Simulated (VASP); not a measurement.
# MgSi3N: single point with PBE

Crystal: MgSi3N.

```
Mg Si N
1.0
     3.37588    0.00000    0.00000
    -1.68794    2.92359    0.00000
     0.00000    0.00000    7.37694
Mg Si N
1 3 1
Direct
  0.00000 0.00000 0.00000
  0.50000 0.00000 0.50000
  0.00000 0.50000 0.50000
  0.50000 0.50000 0.50000
  0.00000 0.00000 0.50000
```

The cell was generated, and may not be a known phase.

```yaml
Program: VASP 6.6.1
Task: single point
Functional: PBE
Potentials_or_basis: VASP PAW PBE potentials, release 64 (Mg, Si, N)
Cutoff: 520 eV
k_mesh: 6 × 6 × 4
Occupations: gaussian, width 0.1 eV
Spin: no spin polarisation
```

```
Pressure               : 169.3 GPa
Band gap on the k mesh : zero (an odd number of electrons rules out a gap without spin polarisation)
```

Stress tensor (GPa, compression positive):
```
254.89   0.00   0.00
  0.00 254.89   0.00
  0.00   0.00  -1.91
```

Levels at points of the mesh, in eV from the Fermi level:
```tsv
k point	band 7	band 8	band 9	band 10	band 11	band 12	band 13	band 14
(0.00, 0.00, 0.00)	-4.57	-2.40	-2.40	-2.11	0.88	1.37	1.99	4.91
(0.50, 0.00, 0.00)	-6.47	-1.70	-0.42	-0.33	2.02	2.11	3.43	3.81
(0.00, 0.00, 0.50)	-4.27	-2.40	-2.40	-1.83	-1.47	1.99	4.90	4.90
(0.50, 0.00, 0.50)	-6.49	-1.78	0.15	0.44	1.52	1.99	2.02	2.09
```

Wall time 19 s on 1 thread of Intel(R) Xeon(R) 6975P-C (Granite Rapids), with other jobs on the host, peak memory 0.2 GiB.

Caveat: the stress differs along the axes, from -2 to 255 GPa.
